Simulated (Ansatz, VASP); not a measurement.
Na2P3: VASP beside Ansatz

```
Na P
1.0
    -4.37592    0.00000    4.14159
     4.37592    0.00000    4.14159
     0.00000    6.58188    4.14159
Na P
4 6
Direct
  0.75000 0.25000 0.50000
  0.25000 0.75000 0.50000
  0.71227 0.28773 0.00000
  0.28773 0.71227 0.00000
  0.12460 0.12460 0.14240
  0.26700 0.26700 0.85760
  0.87540 0.87540 0.85760
  0.73300 0.73300 0.14240
  0.85650 0.85650 0.28700
  0.14350 0.14350 0.71300
```

Alike in both runs: task single point; functional PBE; k mesh 4 × 4 × 4; no spin polarisation.

|  | VASP | Ansatz |
| --- | --- | --- |
| version | VASP 6.6.1 | Ansatz 0.2.0 |
| potentials or method | VASP PAW PBE potentials, release 64 (Na_pv, P), cutoff 520 eV | PAW plane waves |
| occupations | methfessel-paxton of order 1, width 0.0186 eV | cold, width 0.0186 eV |
| valence electrons in the cell | 58 | 66 |

|  | VASP | Ansatz | Ansatz less VASP |
| --- | --- | --- | --- |
| gap on the k mesh at the Fermi level (eV) | none | none | - |
| pressure (GPa) | 16.4 | 16.8 | +0.42 |
| rms of the force components (eV/Å) | 3.353 | 3.424 | +0.0705 |

A gap of «none» marks a metal or a gap that the smearing closes. VASP's potentials hold 58 valence electrons a cell and Ansatz's 66, so a difference there can come from the potentials and not from the codes.
